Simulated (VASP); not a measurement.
# SnO2 (Pnnm) in VASP: notebook, part 2 of 2

VASP 6.6.1. The steps go on from the part before.

**3. Single point, LDA**

This run uses another cell than the first one, of 11.03 Å³/atom, 1.039 times its volume.

Input file INCAR:

```
SYSTEM = SnO2
PREC = Accurate
ENCUT = 520
EDIFF = 1E-6
ISMEAR = 0
SIGMA = 0.05
LREAL = .FALSE.
LASPH = .TRUE.
NELM = 80
ALGO = Normal
ISIF = 2
LWAVE = .FALSE.
LCHARG = .TRUE.
LELF = .TRUE.
LVHAR = .TRUE.
NBANDS = 35
```

Input file KPOINTS:

```
Automatic mesh
0
G
  6 6 8
  0 0 0
```

Input file POSCAR:

```
SnO2
1.0
    4.6094272255      0.0000000000      0.0000000000
    0.0000000000      4.6099934723      0.0000000000
    0.0000000000      0.0000000000      3.1141542057
Sn O
2 4
Direct
    0.5000000000      0.5000000000      0.5000000000
    0.0000000000      0.0000000000      0.0000000000
    0.3059833077      0.3061758397      0.0000000000
    0.8059833077      0.1938241603      0.5000000000
    0.1940166923      0.8061758397      0.5000000000
    0.6940166923      0.6938241603      0.0000000000
```

Potentials or basis: VASP PAW LDA potentials, release 64 (Sn_d, O).

Started as:

```console
> cat potpaw_LDA.64/Sn_d/POTCAR potpaw_LDA.64/O/POTCAR > POTCAR
> mpirun -np 1 vasp_std > vasp.out
```

OUTCAR:

```text
SYSTEM = SnO2
   PREC = Accurate
   ENCUT = 520
   EDIFF = 1E-6
   ISMEAR = 0
   LREAL = .FALSE.
   LASPH = .TRUE.
   NELM = 80
   ISIF = 2

 ion  position               nearest neighbor table
   1  0.500  0.500  0.500-   5 2.00   4 2.00   6 2.01   6 2.01   3 2.01   3 2.01   2 3.61   2 3.61
                             2 3.61   2 3.61   2 3.61   2 3.61   2 3.61   2 3.61
   2  0.000  0.000  0.000-   3 2.00   6 2.00   4 2.01   4 2.01   5 2.01   5 2.01   1 3.61   1 3.61
                             1 3.61   1 3.61   1 3.61   1 3.61   1 3.61   1 3.61
   3  0.306  0.306  0.000-   2 2.00   1 2.01   1 2.01
   4  0.806  0.194  0.500-   1 2.00   2 2.01   2 2.01
   5  0.194  0.806  0.500-   1 2.00   2 2.01   2 2.01
   6  0.694  0.694  0.000-   2 2.00   1 2.01   1 2.01

  LATTYP: Found a simple orthorhombic cell.
 ALAT       =     3.1141542057
 B/A-ratio  =     1.4801538142
 C/A-ratio  =     1.4803356442

  Lattice vectors:

 A1 = (   0.0000000000,   0.0000000000,   3.1141542057)
 A2 = (   4.6094272255,   0.0000000000,   0.0000000000)
 A3 = (   0.0000000000,   4.6099934723,   0.0000000000)

Analysis of symmetry for initial positions (statically):
=====================================================================
 Subroutine PRICEL returns:
 Original cell was already a primitive cell.

 Routine SETGRP: Setting up the symmetry group for a
 simple orthorhombic supercell.

 Subroutine GETGRP returns: Found  8 space group operations
 (whereof  4 operations were pure point group operations)
 out of a pool of  8 trial point group operations.

The static configuration has the point symmetry C_2h.
 The point group associated with its full space group is D_2h.

Analysis of symmetry for dynamics (positions and initial velocities):
=====================================================================
 Subroutine PRICEL returns:
 Original cell was already a primitive cell.

 Routine SETGRP: Setting up the symmetry group for a
 simple orthorhombic supercell.

 Subroutine GETGRP returns: Found  8 space group operations
 (whereof  4 operations were pure point group operations)
[... 131 lines left out ...]
     AMIX_MAG =   1.60;   BMIX_MAG =  1.00
  volume/ion in A,a.u.               =      11.03        74.43
  Fermi-wavevector in a.u.,A,eV,Ry     =   1.510707  2.854822 31.051688  2.282235
  Thomas-Fermi vector in A             =   2.620861
   LORBIT       =      0    0 simple, 1 ext, 2 COOP (PROOUT), +10 PAW based schemes
   GGA     = CA    functional components
   LHFCALC =     F    Hartree Fock is set to
   AEXX    =    0.0000 exact exchange contribution
   IVDW    =     0    specifies the selected vdW correction
   LEPSILON=     F    determine dielectric tensor
   LRPA    =     F    only Hartree local field effects (RPA)
 non-spin polarized calculation
 Gauss-broadening in eV      SIGMA  =   0.05
  energy-cutoff  :      520.00
  volume of cell :       66.17
 maximum number of plane-waves:      1796
 NGX is ok and might be reduce to    36
   NGX = 17   NGY = 17   NGZ = 11

 number of electron      52.0000018 magnetization

 Free energy of the ion-electron system (eV)
  ---------------------------------------------------
  ext. energy  EPLUGINS =         0.00000000
  ---------------------------------------------------
  free energy    TOTEN  =       -41.96311750 eV

  energy without entropy =      -41.96311750  energy(sigma->0) =      -41.96311750

 E-fermi :   7.1266     XC(G=0): -12.2161

 val. band max:        6.8256537461   @ k =   0.0000   0.0000   0.0000
 cond. band min:       8.9199612826   @ k =   0.0000   0.0000   0.0000
 fundamental gap:      2.0943075365
 Fermi energy:         7.1265511265

 k-point     1 :       0.0000    0.0000    0.0000
  band No.  band energies     occupation
      1     -14.3525      2.00000
      2     -13.4581      2.00000
      3     -12.9836      2.00000
      4     -12.9661      2.00000
      5     -12.9661      2.00000
      6     -12.9260      2.00000
[... 901 lines left out ...]
     34      19.2593      0.00000
     35      19.9278      0.00000

 [... further k-points ...]
[... 5 lines left out ...]
  --------------------------------------------------------------------------------------
  -------------------------------------------------------------------------------------
  Total        7.5048775      7.5039841      9.8615598     -0.0000000      0.0000000      0.0000000
  in kB      181.7049687    181.6833381    238.7639794     -0.0000000      0.0000000      0.0000000
  external PRESSURE =     200.7174287 kB  Pullay stress =       0.0000000 kB

 VOLUME and BASIS-vectors are now :
 -----------------------------------------------------------------------------
  energy-cutoff  :      520.00
  volume of cell :       66.17
      direct lattice vectors                 reciprocal lattice vectors
     4.609427226  0.000000000  0.000000000     0.216946694  0.000000000  0.000000000
     0.000000000  4.609993472  0.000000000     0.000000000  0.216920047  0.000000000
     0.000000000  0.000000000  3.114154206     0.000000000  0.000000000  0.321114477

 POSITION                                       TOTAL-FORCE (eV/Angst)
 -----------------------------------------------------------------------------------
      2.30471      2.30500      1.55708         0.000000     -0.000000      0.000000
      0.00000      0.00000      0.00000         0.000000     -0.000000      0.000000
      1.41041      1.41147      0.00000        -0.211559     -0.211056     -0.000000
      3.71512      0.89353      1.55708        -0.211559      0.211056     -0.000000
      0.89431      3.71647      1.55708         0.211559     -0.211056      0.000000
      3.19902      3.19852      0.00000         0.211559      0.211056      0.000000
 -----------------------------------------------------------------------------------
    total drift:                                0.000000     -0.000000      0.000000

  FREE ENERGIE OF THE ION-ELECTRON SYSTEM (eV)
  ---------------------------------------------------
  free  energy   TOTEN  =       -41.9631174989 eV

  energy  without entropy=      -41.9631174989  energy(sigma->0) =      -41.96311750
```

OSZICAR:

```text
N       E                     dE             d eps       ncg     rms          rms(c)
DAV:   1     0.628008165858E+03    0.62801E+03   -0.25692E+04  6343   0.239E+03
DAV:   2     0.492388810216E+02   -0.57877E+03   -0.54437E+03  6072   0.615E+02
DAV:   3    -0.437041834236E+02   -0.92943E+02   -0.91204E+02  6017   0.208E+02
DAV:   4    -0.482940961547E+02   -0.45899E+01   -0.45588E+01  7096   0.493E+01
DAV:   5    -0.484132343569E+02   -0.11914E+00   -0.11897E+00  7236   0.832E+00    0.168E+01
DAV:   6    -0.420175697886E+02    0.63957E+01   -0.17033E+01  8968   0.643E+01    0.692E+00
DAV:   7    -0.420555624081E+02   -0.37993E-01   -0.20920E+00  6614   0.819E+00    0.334E+00
DAV:   8    -0.419771037628E+02    0.78459E-01   -0.18834E-01  8125   0.499E+00    0.761E-01
DAV:   9    -0.419629943267E+02    0.14109E-01   -0.32816E-02  9174   0.338E+00    0.141E-01
DAV:  10    -0.419631095786E+02   -0.11525E-03   -0.31497E-03  6451   0.392E-01    0.656E-02
DAV:  11    -0.419631184259E+02   -0.88473E-05   -0.16925E-04  8547   0.110E-01    0.198E-02
DAV:  12    -0.419631188932E+02   -0.46737E-06   -0.14484E-05  8255   0.464E-02    0.863E-03
DAV:  13    -0.419631174512E+02    0.14421E-05   -0.47568E-06  6444   0.401E-02    0.163E-03
DAV:  14    -0.419631174989E+02   -0.47730E-07   -0.70014E-07  3705   0.726E-03
   1 F= -.41963117E+02 E0= -.41963117E+02  d E =-.183116E-19
```

Wall time 84 s (1 thread of Intel Xeon Platinum 8375C at 2.90GHz (Ice Lake), shared host); peak memory 0.25 GiB.

Results:

```
Free energy            : -41.9631 eV
Pressure               : 20.1 GPa
Largest force          : 0.299 eV/Å
Band gap on the k mesh : 2.09 eV, direct
```

Forces on the atoms (eV/Å):
```
Sn   0.000  0.000  0.000
Sn   0.000  0.000  0.000
O   -0.212 -0.211  0.000
O   -0.212  0.211  0.000
O    0.212 -0.211  0.000
O    0.212  0.211  0.000
```

Stress tensor (GPa, compression positive):
```
18.17  0.00  0.00
 0.00 18.17  0.00
 0.00  0.00 23.88
```

Caveat: spin-orbit coupling is left out, which moves the levels of the heavy elements. As with any semilocal functional, this LDA gap is likely too small.

**4. Single point, LDA**

This run uses another cell than the first one, of 11.03 Å³/atom, 1.039 times its volume.

Input file INCAR:

```
SYSTEM = SnO2
PREC = Accurate
ENCUT = 520
EDIFF = 1E-7
ISMEAR = 0
SIGMA = 0.05
LREAL = .False.
LASPH = .True.
NELM = 100
ALGO = Normal
ISIF = 2
LWAVE = .False.
LCHARG = .False.
NBANDS = 35
```

Input file KPOINTS:

```
regular mesh
0
Gamma
  6 6 8
  0 0 0
```

Input file POSCAR:

```
SnO2
1.0
    4.6094272255      0.0000000000      0.0000000000
    0.0000000000      4.6099934723      0.0000000000
    0.0000000000      0.0000000000      3.1141542057
Sn O
2 4
Direct
    0.5000000000      0.5000000000      0.5000000000
    0.0000000000      0.0000000000      0.0000000000
    0.3059833077      0.3321134587      0.0000000000
    0.8059833077      0.1678865413      0.5000000000
    0.1940166923      0.8321134587      0.5000000000
    0.6940166923      0.6678865413      0.0000000000
```

Potentials or basis: VASP PAW LDA potentials, release 64 (Sn_d, O).

Started as:

```console
> cat potpaw_LDA.64/Sn_d/POTCAR potpaw_LDA.64/O/POTCAR > POTCAR
> mpirun -np 1 vasp_std > vasp.out
```

OUTCAR:

```text
SYSTEM = SnO2
   PREC = Accurate
   ENCUT = 520
   EDIFF = 1E-7
   ISMEAR = 0
   LREAL = .False.
   LASPH = .True.
   NELM = 100
   ISIF = 2

 ion  position               nearest neighbor table
   1  0.500  0.500  0.500-   6 1.96   6 1.96   3 1.96   3 1.96   5 2.08   4 2.08   2 3.61   2 3.61
                             2 3.61   2 3.61   2 3.61   2 3.61   2 3.61   2 3.61
   2  0.000  0.000  0.000-   4 1.96   4 1.96   5 1.96   5 1.96   3 2.08   6 2.08   1 3.61   1 3.61
                             1 3.61   1 3.61   1 3.61   1 3.61   1 3.61   1 3.61
   3  0.306  0.332  0.000-   1 1.96   1 1.96   2 2.08
   4  0.806  0.168  0.500-   2 1.96   2 1.96   1 2.08
   5  0.194  0.832  0.500-   2 1.96   2 1.96   1 2.08
   6  0.694  0.668  0.000-   1 1.96   1 1.96   2 2.08

  LATTYP: Found a simple orthorhombic cell.
 ALAT       =     3.1141542057
 B/A-ratio  =     1.4801538142
 C/A-ratio  =     1.4803356442

  Lattice vectors:

 A1 = (   0.0000000000,   0.0000000000,   3.1141542057)
 A2 = (   4.6094272255,   0.0000000000,   0.0000000000)
 A3 = (   0.0000000000,   4.6099934723,   0.0000000000)

Analysis of symmetry for initial positions (statically):
=====================================================================
 Subroutine PRICEL returns:
 Original cell was already a primitive cell.

 Routine SETGRP: Setting up the symmetry group for a
 simple orthorhombic supercell.

 Subroutine GETGRP returns: Found  8 space group operations
 (whereof  4 operations were pure point group operations)
 out of a pool of  8 trial point group operations.

The static configuration has the point symmetry C_2h.
 The point group associated with its full space group is D_2h.

Analysis of symmetry for dynamics (positions and initial velocities):
=====================================================================
 Subroutine PRICEL returns:
 Original cell was already a primitive cell.

 Routine SETGRP: Setting up the symmetry group for a
 simple orthorhombic supercell.

 Subroutine GETGRP returns: Found  8 space group operations
 (whereof  4 operations were pure point group operations)
[... 135 lines left out ...]
   LORBIT       =      0    0 simple, 1 ext, 2 COOP (PROOUT), +10 PAW based schemes
   GGA     = CA    functional components
   LHFCALC =     F    Hartree Fock is set to
   AEXX    =    0.0000 exact exchange contribution
   IVDW    =     0    specifies the selected vdW correction
   LEPSILON=     F    determine dielectric tensor
   LRPA    =     F    only Hartree local field effects (RPA)
 non-spin polarized calculation
 Gauss-broadening in eV      SIGMA  =   0.05
  energy-cutoff  :      520.00
  volume of cell :       66.17
 maximum number of plane-waves:      1796
 NGX is ok and might be reduce to    36
   NGX = 17   NGY = 17   NGZ = 11

 number of electron      52.0000017 magnetization

 Free energy of the ion-electron system (eV)
  ---------------------------------------------------
  ext. energy  EPLUGINS =         0.00000000
  ---------------------------------------------------
  free energy    TOTEN  =       -41.43533365 eV

  energy without entropy =      -41.43533365  energy(sigma->0) =      -41.43533365

 E-fermi :   7.0742     XC(G=0): -12.1941

 val. band max:        6.7597655535   @ k =   0.0000   0.0000   0.0000
 cond. band min:       9.0822852464   @ k =   0.0000   0.0000   0.0000
 fundamental gap:      2.3225196929
 Fermi energy:         7.0742434261

 k-point     1 :       0.0000    0.0000    0.0000
  band No.  band energies     occupation
      1     -14.4129      2.00000
      2     -13.8619      2.00000
      3     -12.9971      2.00000
      4     -12.9865      2.00000
      5     -12.9352      2.00000
      6     -12.7583      2.00000
[... 901 lines left out ...]
     34      19.3722      0.00000
     35      20.2273      0.00000

 [... further k-points ...]

------------------------ aborting loop because EDIFF is reached ----------------------------------------

  FORCE on cell =-STRESS in cart. coord.  units (eV):
  Direction    XX          YY          ZZ          XY          YZ          ZX
  --------------------------------------------------------------------------------------
  -------------------------------------------------------------------------------------
  Total        8.9763250      7.4976398     15.1111053      0.0000000      0.0000000      0.0000000
  in kB      217.3310430    181.5297334    365.8637889      0.0000000      0.0000000      0.0000000
  external PRESSURE =     254.9081884 kB  Pullay stress =       0.0000000 kB

 VOLUME and BASIS-vectors are now :
 -----------------------------------------------------------------------------
  energy-cutoff  :      520.00
  volume of cell :       66.17
      direct lattice vectors                 reciprocal lattice vectors
     4.609427226  0.000000000  0.000000000     0.216946694  0.000000000  0.000000000
     0.000000000  4.609993472  0.000000000     0.000000000  0.216920047  0.000000000
     0.000000000  0.000000000  3.114154206     0.000000000  0.000000000  0.321114477

 POSITION                                       TOTAL-FORCE (eV/Angst)
 -----------------------------------------------------------------------------------
      2.30471      2.30500      1.55708         0.000000     -0.000000      0.000000
      0.00000      0.00000      0.00000         0.000000     -0.000000      0.000000
      1.41041      1.53104      0.00000        -2.163696     -1.989954      0.000000
      3.71512      0.77396      1.55708        -2.163696      1.989954      0.000000
      0.89431      3.83604      1.55708         2.163696     -1.989954     -0.000000
      3.19902      3.07895      0.00000         2.163696      1.989954      0.000000
 -----------------------------------------------------------------------------------
    total drift:                                0.000000     -0.000000     -0.000000

  FREE ENERGIE OF THE ION-ELECTRON SYSTEM (eV)
  ---------------------------------------------------
  free  energy   TOTEN  =       -41.4353336518 eV

  energy  without entropy=      -41.4353336518  energy(sigma->0) =      -41.43533365
```

OSZICAR:

```text
N       E                     dE             d eps       ncg     rms          rms(c)
DAV:   1     0.629211085373E+03    0.62921E+03   -0.25704E+04  6382   0.239E+03
DAV:   2     0.499734154985E+02   -0.57924E+03   -0.54435E+03  6024   0.620E+02
DAV:   3    -0.435093928089E+02   -0.93483E+02   -0.92040E+02  6066   0.208E+02
DAV:   4    -0.479912009833E+02   -0.44818E+01   -0.44535E+01  7093   0.491E+01
DAV:   5    -0.481065345218E+02   -0.11533E+00   -0.11521E+00  7064   0.823E+00    0.172E+01
DAV:   6    -0.414903433411E+02    0.66162E+01   -0.17771E+01  8813   0.648E+01    0.705E+00
DAV:   7    -0.415298977715E+02   -0.39554E-01   -0.21836E+00  6415   0.844E+00    0.341E+00
DAV:   8    -0.414496845375E+02    0.80213E-01   -0.20155E-01  8128   0.540E+00    0.790E-01
DAV:   9    -0.414351574325E+02    0.14527E-01   -0.36141E-02  9030   0.356E+00    0.144E-01
DAV:  10    -0.414353276040E+02   -0.17017E-03   -0.35364E-03  6252   0.417E-01    0.711E-02
DAV:  11    -0.414353348536E+02   -0.72496E-05   -0.18130E-04  8544   0.118E-01    0.249E-02
DAV:  12    -0.414353349151E+02   -0.61506E-07   -0.15217E-05  8270   0.571E-02    0.956E-03
DAV:  13    -0.414353336021E+02    0.13130E-05   -0.50005E-06  7966   0.415E-02    0.165E-03
DAV:  14    -0.414353336518E+02   -0.49702E-07   -0.83408E-07  7532   0.857E-03
   1 F= -.41435334E+02 E0= -.41435334E+02  d E =-.647068E-21
```

stdout:

```text
POSCAR found type information on POSCAR SnO
 POSCAR found :  2 types and       6 ions
 scaLAPACK will be used
 LDA part: xc-table for (Slater(with rela. corr.)+CA(PZ))
 , standard interpolation
 POSCAR, INCAR and KPOINTS ok, starting setup
 FFT: planning ... GRIDC
 FFT: planning ... GRID_SOFT
 FFT: planning ... GRID
 WAVECAR not read
 entering main loop
```

It took 1.7 min on 1 thread of Intel Xeon Platinum 8375C at 2.90GHz (Ice Lake), shared host; peak memory 0.25 GiB.

Results:

- Free energy: -41.4353 eV
- Pressure: 25.5 GPa
- Largest force: 2.940 eV/Å
- Band gap on the k mesh: 2.32 eV, direct

Forces on the atoms (eV/Å):
```
Sn   0.000  0.000  0.000
Sn   0.000  0.000  0.000
O   -2.164 -1.990  0.000
O   -2.164  1.990  0.000
O    2.164 -1.990  0.000
O    2.164  1.990  0.000
```

Stress tensor (GPa, compression positive):
```
21.73  0.00  0.00
 0.00 18.15  0.00
 0.00  0.00 36.59
```

Caveat: spin-orbit coupling is left out, which moves the levels of the heavy elements; forces of over 1 eV/Å act on the atoms, so gaps and moduli don't describe the material at rest.
